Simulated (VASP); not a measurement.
Here is a VASP 6.6.1 calculation.

The input INCAR:

```
SYSTEM = CdI2
PREC = Accurate ; ENCUT = 500
EDIFF = 1E-6 ; ISMEAR = 0
SIGMA = 0.01 ; LREAL = .False.
LASPH = .True. ; NELM = 120
ALGO = Normal ; ISIF = 2
LWAVE = .False. ; LCHARG = .True.
LELF = .True. ; LVHAR = .True.
NBANDS = 20 ; GGA_COMPAT = .False.
```

The input KPOINTS:

```
regular mesh
0
Gamma
  6 6 2
  0 0 0
```

POSCAR

```
CdI2
1.0
    4.2483568949      0.0000000000      0.0000000000
   -2.1241784474      3.6791849953      0.0000000000
    0.0000000000      0.0000000000      6.8844151716
Cd I
1 2
Direct
    0.0000000000      0.0000000000      0.0000000000
    0.3333333333      0.6666666667      0.2495592320
    0.6666666667      0.3333333333      0.7504407680
```

Potentials or basis: VASP PAW LDA potentials, release 64 (Cd, I).

Launch:

```bash
$ cat potpaw_LDA.64/Cd/POTCAR potpaw_LDA.64/I/POTCAR > POTCAR
$ mpirun -np 1 vasp_std > vasp.out
```

(1) Predict the largest force.

(2) What does it give for the pressure?

(3) Predict the band gap on the k mesh.

Results:

(1) 0.241 eV/Å.

(2) -1.9 GPa.

(3) 2.20 eV (least direct gap 2.36 eV).

Caveat: the k points lie up to 0.46 Å⁻¹ apart; spin-orbit coupling is left out, which moves the levels of the heavy elements.
